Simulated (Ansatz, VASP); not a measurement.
# P: VASP beside Ansatz

```
P
1.0
     3.25406    0.00000    0.00000
    -1.62703    2.81809    0.00000
     0.00000    0.00000   19.99049
P
4
Direct
  0.33333 0.66667 0.28740
  0.66667 0.33333 0.22511
  0.00000 0.50000 0.51527
  0.33333 0.16667 0.45298
```

Alike in both runs: task single point; functional PBE; dispersion D3(BJ); k mesh 9 × 9 × 1; occupations gaussian, width 0.05 eV; no spin polarisation.

|  | VASP | Ansatz |
| --- | --- | --- |
| version | VASP 6.6.1 | Ansatz 0.2.0 |
| potentials or method | VASP PAW PBE potentials, release 64 (P), cutoff 520 eV | scalar-relativistic, plane waves, PAW |
| valence electrons in the cell | 20 | 20 |

Ansatz gave:

| Property | Result |
| --- | --- |
| gap on the k mesh at the Fermi level (eV) | 1.10 |
| least direct gap on the mesh (eV) | 1.60 |
| rms of the force components (eV/Å) | 0.014 |

Task: Which values does VASP return?

Result: gap on the k mesh at the Fermi level (eV): 1.14; least direct gap on the mesh (eV): 1.64; rms of the force components (eV/Å): 0.065.

Atom by atom the forces differ by 0.053 eV/Å (rms over components).
